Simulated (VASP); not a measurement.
# BP (Fm-3m) in VASP: notebook

Aim: see how the results for BP move with the level of theory and the settings. Levels: HSE06, PBE-based screened hybrid, PBEsol. Tasks: single point.

Program: VASP 6.6.1. These are calculated values, not measurements. Logs are shortened: lines on timing, memory, paths and dates and some standing lists are left out, and cuts for length are marked.

### 1 The cell of the first run

It takes space group Fm-3m (No. 225, cubic). The conventional cell has a = 4.311 Å, b = 4.311 Å, c = 4.311 Å, α = 90.00°, β = 90.00°, γ = 90.00°. Within 2.9 Å of B (site symmetry m-3m) lie 6 P at 2.16 Å. Within 2.9 Å of P (site symmetry m-3m) lie 6 B at 2.16 Å.

### 2 Single point, HSE06

POSCAR

```
BP
1.0
    0.0000000000      2.1554244706      2.1554244706
    2.1554244706      0.0000000000      2.1554244706
    2.1554244706      2.1554244706      0.0000000000
B P
1 1
Direct
    0.0000000000      0.0000000000      0.0000000000
    0.5000000000      0.5000000000      0.5000000000
```

INCAR.step1

```
SYSTEM = BP
PREC     = Accurate       ! precision mode
ENCUT    = 520            ! plane-wave cutoff, eV
EDIFF    = 1E-5           ! SCF threshold, eV
ISMEAR   = -1             ! smearing method
SIGMA    = 0.02           ! smearing width, eV
LREAL    = .FALSE.        ! projectors in reciprocal space
LASPH    = .TRUE.         ! aspherical terms in the spheres
NELM     = 80             ! most SCF steps
ALGO     = Normal         ! electronic algorithm
ISIF     = 2              ! what is computed and relaxed
LWAVE    = .TRUE.         ! write WAVECAR
NBANDS   = 11             ! bands
GGA      = PE             ! functional
```

INCAR.step2

```
SYSTEM = BP
PREC     = Accurate       ! precision mode
ENCUT    = 520            ! plane-wave cutoff, eV
EDIFF    = 1E-6           ! SCF threshold, eV
ISMEAR   = -1             ! smearing method
SIGMA    = 0.02           ! smearing width, eV
LREAL    = .FALSE.        ! projectors in reciprocal space
LASPH    = .TRUE.         ! aspherical terms in the spheres
NELM     = 80             ! most SCF steps
ALGO     = Normal         ! electronic algorithm
ISIF     = 2              ! what is computed and relaxed
LWAVE    = .FALSE.        ! write WAVECAR
LCHARG   = .TRUE.         ! write CHGCAR
GGA      = PE             ! functional
LHFCALC  = .TRUE.         ! exact exchange
HFSCREEN = 0.2079         ! screening, 1/A
PRECFOCK = Normal       
LELF     = .TRUE.         ! ELF
LVHAR    = .TRUE.       
NBANDS   = 11             ! bands
ISTART   = 1
```

KPOINTS

```
Automatic mesh
0
G
  4 4 4
  0 0 0
```

Potentials or basis: VASP PAW PBE potentials, release 64 (B, P).

Started as:

```
> cat potpaw_PBE.64/B/POTCAR potpaw_PBE.64/P/POTCAR > POTCAR
> cp INCAR.step1 INCAR
> mpirun -np 1 vasp_std > vasp.out
> cp INCAR.step2 INCAR
> mpirun -np 1 vasp_std > vasp.out
```

OUTCAR:

```text
SYSTEM = BP
   PREC = Accurate
   ENCUT = 520
   EDIFF = 1E-6
   ISMEAR = -1
   LREAL = .FALSE.
   LASPH = .TRUE.
   NELM = 80
   ISIF = 2
   GGA = PE
   LHFCALC = .TRUE.
   HFSCREEN = 0.2079
   PRECFOCK = Normal
   ISTART = 1

 ion  position               nearest neighbor table
   1  0.000  0.000  0.000-   2 2.16   2 2.16   2 2.16   2 2.16   2 2.16   2 2.16
   2  0.500  0.500  0.500-   1 2.16   1 2.16   1 2.16   1 2.16   1 2.16   1 2.16

  LATTYP: Found a face centered cubic cell.
 ALAT       =     4.3108489412

  Lattice vectors:

 A1 = (   0.0000000000,   2.1554244706,   2.1554244706)
 A2 = (   2.1554244706,   0.0000000000,   2.1554244706)
 A3 = (   2.1554244706,   2.1554244706,   0.0000000000)

Analysis of symmetry for initial positions (statically):
=====================================================================
 Subroutine PRICEL returns:
 Original cell was already a primitive cell.

 Routine SETGRP: Setting up the symmetry group for a
 face centered cubic supercell.

 Subroutine GETGRP returns: Found 48 space group operations
 (whereof 48 operations were pure point group operations)
 out of a pool of 48 trial point group operations.

The static configuration has the point symmetry O_h .

Analysis of symmetry for dynamics (positions and initial velocities):
=====================================================================
 Subroutine PRICEL returns:
 Original cell was already a primitive cell.

 Routine SETGRP: Setting up the symmetry group for a
 face centered cubic supercell.

 Subroutine GETGRP returns: Found 48 space group operations
 (whereof 48 operations were pure point group operations)
 out of a pool of 48 trial point group operations.

The dynamic configuration has the point symmetry O_h .

 Subroutine INISYM returns: Found 48 space group operations
 (whereof 48 operations are pure point group operations),
 and found     1 'primitive' translations

----------------------------------------------------------------------------------------

                                     Primitive cell

  volume of cell :      20.0276

  direct lattice vectors                    reciprocal lattice vectors
     0.000000000  2.155424471  2.155424471    -0.231972870  0.231972870  0.231972870
     2.155424471  0.000000000  2.155424471     0.231972870 -0.231972870  0.231972870
     2.155424471  2.155424471  0.000000000     0.231972870  0.231972870 -0.231972870

  length of vectors
     3.048230519  3.048230519  3.048230519     0.401788796  0.401788796  0.401788796

[... 79 lines left out ...]
   EFERMI_NEDOS =   21; number of points for ismear=-14 and -15
   IALGO  =     38    algorithm
   IMIX   =      1    mixing-type and parameters
     AMIX     =   0.40;   BMIX     =  1.00
     AMIX_MAG =   1.60;   BMIX_MAG =  1.00
  volume/ion in A,a.u.               =      10.01        67.58
  Fermi-wavevector in a.u.,A,eV,Ry     =   1.205671  2.278387 19.777996  1.453642
  Thomas-Fermi vector in A             =   2.341360
   LORBIT       =      0    0 simple, 1 ext, 2 COOP (PROOUT), +10 PAW based schemes
   GGA     = PE    functional components
   LHFCALC =     T    Hartree Fock is set to
   PRECFOCK=normal    Normal, Fast or Accurate (Low or Medium for compatibility)
   ENCUT4O =  -1.0   cutoff for four orbital integrals eV
   NKREDX  =     1    reduce k-point grid by
   NKREDY  =     1    reduce k-point grid by
   NKREDZ  =     1    reduce k-point grid by
   AEXX    =    0.2500 exact exchange contribution
   HFSCREEN=    0.2079 screening length (either q_TF or 0.3 A-1)
   HFSCREENC=   0.2079 screening length for correlation (either q_TF or 0.3 A-1)
   ENCUTFOCK=  -1.0 apply spherical cutoff to Coloumb kernel
   IVDW    =     0    specifies the selected vdW correction
   LEPSILON=     F    determine dielectric tensor
   LRPA    =     F    only Hartree local field effects (RPA)
 non-spin polarized calculation
  energy-cutoff  :      520.00
  volume of cell :       20.03
 maximum number of plane-waves:       544
 NGX is ok and might be reduce to    24
  NGX = 18; NGY = 18; NGZ = 18

 number of electron       8.0000000 magnetization

 Free energy of the ion-electron system (eV)
  ---------------------------------------------------
  ext. energy  EPLUGINS =         0.00000000
  ---------------------------------------------------
  free energy    TOTEN  =       -11.84872104 eV

  energy without entropy =      -11.84727579  energy(sigma->0) =      -11.84799841

 E-fermi :   9.5607     XC(G=0):  -9.8021

 val. band max:        9.5460328228   @ k =   0.0000   0.0000   0.0000
 cond. band min:       9.8157267747   @ k =   0.5000   0.2500   0.0000
 fundamental gap:      0.2696939518
 Fermi energy:         9.5607205075

 k-point     1 :       0.0000    0.0000    0.0000
  band No.  band energies     occupation
      1      -9.3090      2.00000
      2       9.5421      1.43452
      3       9.5458      1.35665
      4       9.5460      1.35153
      5      17.2987      0.00000
      6      18.3526      0.00000
      7      18.3526      0.00000
      8      18.3526      0.00000
      9      19.5259      0.00000
     10      19.5260      0.00000
     11      19.5260      0.00000
[... 85 lines left out ...]
 k-point     8 :      -0.2500    0.5000    0.2500
  band No.  band energies     occupation
      1      -1.4138      2.00000
      2       1.1802      2.00000
      3       1.4010      2.00000
      4       1.4010      2.00000
      5      13.9837      0.00000
      6      15.1009      0.00000
      7      19.9458      0.00000
      8      19.9458      0.00000
      9      24.4959      0.00000
     10      24.4959      0.00000
     11      30.8387      0.00000

------------------------ aborting loop because EDIFF is reached ----------------------------------------

  FORCE on cell =-STRESS in cart. coord.  units (eV):
  Direction    XX          YY          ZZ          XY          YZ          ZX
  --------------------------------------------------------------------------------------
  -------------------------------------------------------------------------------------
  Total       -0.4557735     -0.4557735     -0.4557735      0.0000000      0.0000000      0.0000000
  in kB      -36.4612214    -36.4612214    -36.4612214      0.0000000      0.0000000      0.0000000
  external PRESSURE =     -36.4612214 kB  Pullay stress =       0.0000000 kB

 VOLUME and BASIS-vectors are now :
 -----------------------------------------------------------------------------
  energy-cutoff  :      520.00
  volume of cell :       20.03
      direct lattice vectors                 reciprocal lattice vectors
     0.000000000  2.155424471  2.155424471    -0.231972870  0.231972870  0.231972870
     2.155424471  0.000000000  2.155424471     0.231972870 -0.231972870  0.231972870
     2.155424471  2.155424471  0.000000000     0.231972870  0.231972870 -0.231972870

 POSITION                                       TOTAL-FORCE (eV/Angst)
 -----------------------------------------------------------------------------------
      0.00000      0.00000      0.00000         0.000000     -0.000000      0.000000
      2.15542      2.15542      2.15542        -0.000000      0.000000     -0.000000
 -----------------------------------------------------------------------------------
    total drift:                                0.000005      0.000003      0.000003

  FREE ENERGIE OF THE ION-ELECTRON SYSTEM (eV)
  ---------------------------------------------------
  free  energy   TOTEN  =       -11.8487210384 eV

  energy  without entropy=      -11.8472757868  energy(sigma->0) =      -11.84799841
```

It took 2.1 min on 1 thread of AMD EPYC 7R13, shared host; peak memory 0.2 GiB.

Results:

```
Free energy            : -11.8487 eV
Pressure               : -3.6 GPa
Band gap on the k mesh : zero (band 4 reaches 10.57 eV, above the bottom of band 5 at 6.70 eV)
```

Caveat: the k points lie up to 0.63 Å⁻¹ apart; the PAW data sets were made with another functional, which shifts forces and pressure a little.

### 3 Single point, PBE-based screened hybrid

POSCAR is that of step 2.

Edit INCAR.step1 of step 2 so:

```diff
@@ -8,3 +8,3 @@
 LASPH    = .TRUE.         ! aspherical terms in the spheres
-NELM     = 80             ! most SCF steps
+NELM     = 60             ! most SCF steps
 ALGO     = Normal         ! electronic algorithm
@@ -12,3 +12,3 @@
 LWAVE    = .TRUE.         ! write WAVECAR
+GGA      = PE             ! functional
 NBANDS   = 11             ! bands
-GGA      = PE             ! functional
```

INCAR.step2

```
SYSTEM = BP
PREC     = Accurate       ! precision mode
ENCUT    = 520            ! plane-wave cutoff, eV
EDIFF    = 1E-7           ! SCF threshold, eV
ISMEAR   = -1             ! smearing method
SIGMA    = 0.02           ! smearing width, eV
LREAL    = .FALSE.        ! projectors in reciprocal space
LASPH    = .TRUE.         ! aspherical terms in the spheres
NELM     = 60             ! most SCF steps
ALGO     = Normal         ! electronic algorithm
ISIF     = 2              ! what is computed and relaxed
LWAVE    = .FALSE.        ! write WAVECAR
LCHARG   = .TRUE.         ! write CHGCAR
GGA      = PE             ! functional
LHFCALC  = .TRUE.         ! exact exchange
AEXX     = 0.35           ! exact-exchange fraction
HFSCREEN = 0.5            ! screening, 1/A
PRECFOCK = Normal       
LELF     = .TRUE.         ! ELF
LVHAR    = .TRUE.       
ISTART   = 1            
NBANDS   = 11             ! bands
```

KPOINTS is that of step 2.

Potentials or basis: VASP PAW PBE potentials, release 64 (B, P).

Started as:

```
> cat potpaw_PBE.64/B/POTCAR potpaw_PBE.64/P/POTCAR > POTCAR
> cp INCAR.step1 INCAR
> mpirun -np 1 vasp_std > vasp.out
> cp INCAR.step2 INCAR
> mpirun -np 1 vasp_std > vasp.out
```

It took 2.2 min on 1 thread of AMD EPYC 7R13, shared host; peak memory 0.2 GiB.

It converged, with:

```
Free energy            : -11.3435 eV
Pressure               : -2.1 GPa
Band gap on the k mesh : zero (band 4 reaches 10.54 eV, above the bottom of band 5 at 6.67 eV)
```

Levels at points of the mesh, in eV from the Fermi level:
```csv
k point,band 1,band 2,band 3,band 4,band 5,band 6,band 7,band 8
"(0.00, 0.00, 0.00)",-18.86,0.11,0.11,0.11,7.45,8.56,8.56,8.56
"(0.50, 0.00, 0.00)",-13.77,-11.80,0.88,0.88,1.37,1.37,5.83,7.87
"(0.50, 0.50, 0.00)",-11.74,-9.87,-4.64,-4.64,-2.98,2.97,13.48,13.48
```

Caveat: the k points lie up to 0.63 Å⁻¹ apart; the PAW data sets were made with another functional, which shifts forces and pressure a little.

### 4 Single point, PBEsol

INCAR

```
SYSTEM = BP
ALGO = Normal
EDIFF = 1E-6
ENCUT = 500
GGA = PS
GGA_COMPAT = .False.
ISIF = 2
ISMEAR = -1
LASPH = .True.
LCHARG = .True.
LELF = .True.
LREAL = .False.
LVHAR = .True.
LWAVE = .False.
NBANDS = 11
NELM = 120
PREC = Accurate
SIGMA = 0.02
```

KPOINTS

```
k-points
0
Gamma
  8 8 8
  0 0 0
```

POSCAR is that of step 3.

Started as:

```
> cat potpaw_PBE.64/B/POTCAR potpaw_PBE.64/P/POTCAR > POTCAR
> mpirun -np 1 vasp_std > vasp.out
```

Run time: 4.5 s. Hardware: 1 thread of Intel Xeon 6975P-C, shared host; peak memory 0.13 GiB.

It converged, with:

```yaml
Free_energy: -11.6733 eV
Pressure: -3.5 GPa
Band_gap_on_the_k_mesh: zero (band 4 reaches 11.07 eV, above the bottom of band 5 at 7.00 eV)
```

Levels at points of the mesh, in eV from the Fermi level:
```
           k point  band 1  band 2  band 3  band 4  band 5  band 6  band 7  band 8  band 9
(0.00, 0.00, 0.00)  -16.90    0.11    0.11    0.11    6.75    7.98    7.98    7.98    8.74
(0.50, 0.00, 0.00)  -12.41  -10.58    0.73    0.73    1.26    1.26    5.18    7.19   15.19
(0.50, 0.50, 0.00)  -10.51   -9.02   -4.19   -4.19   -2.66    2.58   12.18   12.18   14.84
```

Caveat: the PAW data sets were made with another functional, which shifts forces and pressure a little.

### 5 Single point, PBEsol

INCAR

```
PREC     = Accurate       # precision mode
ENCUT    = 500            # plane-wave cutoff, eV
EDIFF    = 1E-6           # SCF threshold, eV
ISMEAR   = -1             # smearing method
SIGMA    = 0.02           # smearing width, eV
LREAL    = False          # projectors in reciprocal space
LASPH    = True           # aspherical terms in the spheres
NELM     = 120            # most SCF steps
ALGO     = Normal         # electronic algorithm
ISIF     = 2              # what is computed and relaxed
LWAVE    = False          # write WAVECAR
LCHARG   = False          # write CHGCAR
GGA      = PS             # functional
NBANDS   = 11             # bands
GGA_COMPAT= False
```

KPOINTS

```
Automatic mesh
0
Gamma
  8 8 8
```

POSCAR is that of step 4.

Started as:

```
> cat potpaw_PBE.64/B/POTCAR potpaw_PBE.64/P/POTCAR > POTCAR
> mpirun -np 1 vasp_std > vasp.out
```

Run time: 3.9 s. Hardware: 1 thread of Intel Xeon 6975P-C, shared host; peak memory 0.13 GiB.

Results (log left out):

```yaml
Free_energy: -11.6733 eV
Pressure: -3.5 GPa
Band_gap_on_the_k_mesh: zero (band 4 reaches 11.07 eV, above the bottom of band 5 at 7.00 eV)
```

Levels at points of the mesh, in eV from the Fermi level:
```csv
k point,band 1,band 2,band 3,band 4,band 5,band 6,band 7,band 8,band 9
"(0.00, 0.00, 0.00)",-16.90,0.11,0.11,0.11,6.75,7.98,7.98,7.98,8.74
"(0.50, 0.00, 0.00)",-12.41,-10.58,0.73,0.73,1.26,1.26,5.18,7.19,15.19
"(0.50, 0.50, 0.00)",-10.51,-9.02,-4.19,-4.19,-2.66,2.58,12.18,12.18,14.84
```

Caveat: the PAW data sets were made with another functional, which shifts forces and pressure a little.

### 6 Single point, PBEsol

INCAR

```
SYSTEM = BP
ALGO = Normal ; EDIFF = 1E-6
ENCUT = 500 ; GGA = PS
GGA_COMPAT = .False. ; ISIF = 2
ISMEAR = 1 ; LASPH = .True.
LCHARG = .False. ; LREAL = .False.
LWAVE = .False. ; NBANDS = 11
NELM = 120 ; PREC = Accurate
SIGMA = 0.2
```

KPOINTS

```
k-points
0
Gamma
  8 8 8
  0 0 0
```

POSCAR is that of step 5.

Potentials or basis: VASP PAW PBE potentials, release 64 (B, P).

Started as:

```
> cat potpaw_PBE.64/B/POTCAR potpaw_PBE.64/P/POTCAR > POTCAR
> mpirun -np 1 vasp_std > vasp.out
```

It took 3.1 s on 1 thread of Intel Xeon 6975P-C, shared host; peak memory 0.13 GiB.

It converged, with:

```yaml
Free_energy: -11.6754 eV
Pressure: -3.4 GPa
Band_gap_on_the_k_mesh: zero (band 4 reaches 11.07 eV, above the bottom of band 5 at 7.00 eV)
```

Levels at points of the mesh, in eV from the Fermi level:
```csv
k point,band 1,band 2,band 3,band 4,band 5,band 6,band 7,band 8,band 9
"(0.00, 0.00, 0.00)",-16.90,0.11,0.11,0.11,6.75,7.98,7.98,7.98,8.74
"(0.50, 0.00, 0.00)",-12.41,-10.58,0.73,0.73,1.26,1.26,5.18,7.19,15.19
"(0.50, 0.50, 0.00)",-10.51,-9.02,-4.19,-4.19,-2.66,2.58,12.18,12.18,14.84
```

Caveat: the PAW data sets were made with another functional, which shifts forces and pressure a little.

### 7 Overview

```tsv
level	k mesh	cutoff (eV)	smearing	grid for exact exchange (PRECFOCK)	screening parameter	share of exact exchange	gap on the mesh (eV)	pressure (GPa)
HSE06	4 × 4 × 4	520	fermi-dirac 0.02 eV	Normal	0.2079 1/Å	-	none	-3.6
PBE-based screened hybrid	4 × 4 × 4	520	fermi-dirac 0.02 eV	Normal	0.5 1/Å	0.35	none	-2.1
PBEsol	8 × 8 × 8	500	fermi-dirac 0.02 eV	-	-	-	none	-3.5
PBEsol	8 × 8 × 8	500	methfessel-paxton 0.2 eV	-	-	-	none	-3.4
```

Alike in all rows: task single point; potentials or basis VASP PAW PBE potentials, release 64 (B, P); no spin polarisation; cell as given.

Caveats: some runs use coarse meshes; the PAW data sets were made with another functional, which shifts forces and pressure a little.

Absolute energies hang on the potentials; compare differences alone.
